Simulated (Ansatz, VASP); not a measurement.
Two plane-wave programs on V

The input INCAR:

```
SYSTEM = V
  ALGO = Fast
  EDIFF = 1E-7
  ENCUT = 520
  GGA = PS
  ISIF = 2
  ISMEAR = 0
  LASPH = .TRUE.
  LCHARG = .TRUE.
  LELF = .TRUE.
  LREAL = .FALSE.
  LVHAR = .TRUE.
  LWAVE = .FALSE.
  NBANDS = 12
  NELM = 80
  PREC = Accurate
  SIGMA = 0.15
```

The input KPOINTS:

```
k-points
0
G
  22 22 22
  0 0 0
```

The input POSCAR:

```
V
1.0
   -1.5356950000      1.5356950000      1.4676100000
    1.5356950000     -1.5356950000      1.4676100000
    1.5356950000      1.5356950000     -1.4676100000
V
1
Direct
    0.0000000000      0.0000000000      0.0000000000
```

Input for Ansatz:

```yaml
crystal:
  lattice:
    - [-1.535695, 1.535695, 1.46761]
    - [1.535695, -1.535695, 1.46761]
    - [1.535695, 1.535695, -1.46761]
  atoms:
    - { symbol: V, position: [0.0, 0.0, 0.0] }
basis:
  ecutwfc: 420
kpoints:
  mp_grid: { grid: [22, 22, 22] }
hamiltonian:
  xc: pbesol
scf:
  occupations: { method: gaussian, width: 0.15 }
output:
  forces: true
  stress: true
  eigenvalues: true
```

Change from the starting cell: strain +0.015 along x and y, -0.030 along z, atoms carried along.

Alike in both runs: task single point; functional PBEsol; k mesh 22 × 22 × 22; occupations gaussian, width 0.15 eV; no spin polarisation.

|  | VASP | Ansatz |
| --- | --- | --- |
| version | VASP 6.6.1 | Ansatz 0.2.0 |
| potentials or method | VASP PAW PBE potentials, release 64 (V_sv), cutoff 520 eV | scalar-relativistic, plane waves, PAW |
| valence electrons in the cell | 13 | 13 |

Ansatz gave:

```
gap on the k mesh at the Fermi level (eV)                     : none
pressure (GPa)                                                : -11.4
traceless stress, the component that is largest in VASP (GPa) : 3.30
```

Question: What did VASP give for the same quantities?

Answer: gap on the k mesh at the Fermi level (eV): none; pressure (GPa): -11.2; traceless stress, the component that is largest in VASP (GPa): 3.28.

VASP's potentials were made for PBE, not for PBEsol. A gap of «none» marks a metal or a gap that the smearing closes. With one functional, cell and mesh, what is left measures potentials, basis and numerics.
